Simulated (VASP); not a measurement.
Crystal: Nb.

```
Nb
1.0
     1.66500    1.66500    1.66500
    -1.66500    1.66500    1.66500
    -1.66500   -1.66500    1.66500
Nb
1
Direct
  0.00000 0.00000 0.00000
```

| Quantity | Value |
| --- | --- |
| Program | VASP 6.6.1 |
| Task | relaxation of cell and atoms |
| Functional | PBE |
| Potentials or basis | VASP PAW PBE potentials, release 64 (Nb_sv) |
| Cutoff | 600 eV |
| k mesh | 9 × 9 × 9 |
| Occupations | fermi-dirac, width 0.05 eV |
| Spin | no spin polarisation |

At the start: pressure -3.5 GPa; volume 18.46 Å³/atom.

Problem. Where does the relaxation end?

Solution. Over 3 steps the energy falls by 4.3 meV/atom and the volume is 18.08 Å³/atom (-2.1 %); space group Im-3m (No. 229, to 0.1 Å) before and after.

The path:
| step | energy change (eV) | largest force (eV/Å) | pressure (GPa) | volume (Å³) |
| --- | --- | --- | --- | --- |
| 1 | 0.0000 | 0.0000 | -3.51 | 18.46 |
| 2 | 0.0096 | 0.0000 | 6.92 | 17.40 |
| 3 | -0.0043 | 0.0000 | -0.04 | 18.08 |

Final structure:
```xyz
1
Lattice="1.6533 1.6533 1.6533 -1.6533 1.6533 1.6533 -1.6533 -1.6533 1.6533" Properties=species:S:1:pos:R:3 pbc="T T T"
Nb    0.0000    0.0000    0.0000
```
